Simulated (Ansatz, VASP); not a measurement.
# AgCl: VASP beside Ansatz

```
CELL_PARAMETERS angstrom
1.85220 -5.50103 0.00000
1.85220 5.50103 0.00000
0.00000 0.00000 3.92404
ATOMIC_POSITIONS crystal
Ag 0.39656 0.60344 0.75000
Ag 0.60344 0.39656 0.25000
Cl 0.86545 0.13455 0.25000
Cl 0.13455 0.86545 0.75000
```

Change from the starting cell: equal xx and yy strain of -1 %, crystal datasets.

Alike in both runs: task electric field gradients; functional PBEsol; k mesh 9 × 9 × 8; occupations fermi-dirac, width 0.03 eV; no spin polarisation.

|  | VASP | Ansatz |
| --- | --- | --- |
| version | VASP 6.6.1 | Ansatz 0.2.0 |
| potentials or method | VASP PAW PBE potentials, release 64 (Ag, Cl), cutoff 520 eV | all-electron PAW with datasets made for the crystal, scalar-relativistic |

```tsv
	VASP	Ansatz	Ansatz less VASP
pressure (GPa)	-2.1	-2.0	+0.12
traceless stress, the component that is largest in VASP (GPa)	-0.41	-0.40	+0.016
rms of the force components (eV/Å)	0.015	0.014	-0.0009
size of Vzz on the site where it differs most (V/Å²)	50.1	46.3	-3.80
```

VASP's potentials were made for PBE, not for PBEsol. Atom by atom the forces differ by 0.002 eV/Å (rms over components). Ansatz ran all-electron here, and VASP with PAW potentials.
